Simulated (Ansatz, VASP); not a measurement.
## One calculation of Ta4C3, two programs

The input POSCAR:

```
Ta4C3
1.0
    4.4452810000      0.0000000000      0.0000000000
    0.0000000000      4.4452810000      0.0000000000
    0.0000000000      0.0000000000      4.4452810000
Ta C
4 3
Direct
    0.0000000000      0.5000000000      0.5000000000
    0.5000000000      0.0000000000      0.5000000000
    0.5000000000      0.5000000000      0.0000000000
    0.0000000000      0.0000000000      0.0000000000
    0.5000000000      0.0000000000      0.0000000000
    0.0000000000      0.5000000000      0.0000000000
    0.0000000000      0.0000000000      0.5000000000
```

INCAR.step1

```
PREC = Accurate
ENCUT = 660
ISMEAR = 0
SIGMA = 0.1
LREAL = False
LASPH = True
NELM = 120
GGA = PE
ALGO = Normal
EDIFF = 1E-5
LWAVE = True
LCHARG = False
GGA_COMPAT = False
IBRION = 2
ISIF = 3
EDIFFG = -0.005
NELMIN = 4
NSW = 100
```

The input INCAR.step2:

```
PREC = Accurate
ENCUT = 660
EDIFF = 1E-7
ISMEAR = 0
SIGMA = 0.1
LREAL = False
LASPH = True
NELM = 120
ALGO = Normal
ISIF = 3
LWAVE = False
LCHARG = False
METAGGA = R2SCAN
LMIXTAU = True
IBRION = 2
NSW = 90
EDIFFG = -0.04
ISTART = 1
GGA_COMPAT = False
NELMIN = 4
```

The input KPOINTS:

```
regular mesh
0
Gamma
  4 4 4
```

Input for Ansatz:

```yaml
crystal:
  lattice:
    - [4.445281, 0.0, 0.0]
    - [0.0, 4.445281, 0.0]
    - [0.0, 0.0, 4.445281]
  atoms:
    - { symbol: Ta, position: [0.0, 0.5, 0.5] }
    - { symbol: Ta, position: [0.5, 0.0, 0.5] }
    - { symbol: Ta, position: [0.5, 0.5, 0.0] }
    - { symbol: Ta, position: [0.0, 0.0, 0.0] }
    - { symbol: C, position: [0.5, 0.0, 0.0] }
    - { symbol: C, position: [0.0, 0.5, 0.0] }
    - { symbol: C, position: [0.0, 0.0, 0.5] }
basis:
  ecutwfc: 500
kpoints:
  mp_grid: { grid: [4, 4, 4] }
hamiltonian:
  xc: r2scan
scf:
  occupations: { method: gaussian, width: 0.1 }
  lower_state_search: "off"
output:
  forces: true
  stress: true
  eigenvalues: true
relax:
  adjacent_minimum: "off"
  f_tol: 0.04
  max_steps: 70
  cell: { stress_tol: 0.4 }
```

Alike in both runs: task relaxation of cell and atoms; functional r2SCAN; k mesh 4 × 4 × 4; occupations gaussian, width 0.1 eV; no spin polarisation.

```csv
,VASP,Ansatz
version,VASP 6.6.1,Ansatz 0.2.0
potentials or method,"VASP PAW PBE potentials, release 64 (Ta_pv, C), cutoff 660 eV","scalar-relativistic, plane waves, PAW"
valence electrons in the cell,56,64
```

|  | VASP | Ansatz | Ansatz less VASP |
| --- | --- | --- | --- |
| gap on the k mesh at the Fermi level, each at its own relaxed structure (eV) | none | none | - |
| relaxed volume (Å³/atom) | 12.41 | 12.38 | -0.036 |
| relaxed cell length with the largest relative difference (Å) | 4.429 | 4.425 | -0.0043 |

VASP's potentials were made for PBE, not for r2SCAN. A gap of «none» marks a metal or a gap that the smearing closes. VASP's potentials hold 56 valence electrons a cell and Ansatz's 64, so a difference there can come from the potentials and not from the codes.

Spin-orbit coupling is off throughout.
